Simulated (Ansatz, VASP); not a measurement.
# One calculation of C, two programs

```
CELL_PARAMETERS angstrom
3.52770 2.03672 0.84673
-3.52770 2.03672 0.84673
0.00000 -4.07344 0.84673
ATOMIC_POSITIONS crystal
C 0.83801 0.21245 0.83801
C 0.16199 0.16199 0.78755
C 0.21245 0.83801 0.83801
C 0.78755 0.16199 0.16199
C 0.83801 0.83801 0.21245
C 0.16199 0.78755 0.16199
```

Alike in both runs: functional PBE; k mesh 18 × 18 × 18; occupations gaussian, width 0.1 eV; no spin polarisation.

Ansatz relaxed the structure, and its values are those at the end. VASP's run is a single point on that final structure, the one shown.

```csv
,VASP,Ansatz
version,VASP 6.6.1,Ansatz 0.2.0
potentials or method,"VASP PAW PBE potentials, release 64 (C), cutoff 520 eV","scalar-relativistic, plane waves, PAW"
valence electrons in the cell,24,24
```

```tsv
	VASP	Ansatz	Ansatz less VASP
gap on the k mesh at the Fermi level (eV)	none	none	-
pressure (GPa)	0.7	0.0	-0.69
rms of the force components (eV/Å)	0.024	0.000	-0.0237
```

A gap of «none» marks a metal or a gap that the smearing closes. With one functional, cell and mesh, what is left measures potentials, basis and numerics.
